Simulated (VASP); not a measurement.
A run of VASP 6.6.1 is set up as follows.

Contents of INCAR:

```
PREC = Accurate
ENCUT = 520
EDIFF = 1E-6
ISMEAR = -1
SIGMA = 0.05
LREAL = False
LASPH = True
NELM = 60
ALGO = Normal
ISIF = 2
LWAVE = False
LCHARG = True
LELF = True
LVHAR = True
NBANDS = 16
```

The input KPOINTS:

```
Automatic mesh
0
Gamma
  10 10 10
```

POSCAR

```
Li2Hg
1.0
    0.0000000000      2.6248464956      2.6248464956
    2.6248464956      0.0000000000      2.6248464956
    2.6248464956      2.6248464956      0.0000000000
Hg Li
1 2
Direct
    0.0000000000      0.0000000000      0.0000000000
    0.2500000000      0.2500000000      0.2500000000
    0.7500000000      0.7500000000      0.7500000000
```

Potentials or basis: VASP PAW LDA potentials, release 64 (Hg, Li_sv).

Launch:

```bash
$ cat potpaw_LDA.64/Hg/POTCAR potpaw_LDA.64/Li_sv/POTCAR > POTCAR
$ mpirun -np 1 vasp_std > vasp.out
```

Q: What does it give for the band gap on the k mesh?

A: Zero (band 9 reaches 11.61 eV, above the bottom of band 10 at 4.04 eV).

Caveat: spin-orbit coupling is left out, which moves the levels of the heavy elements.
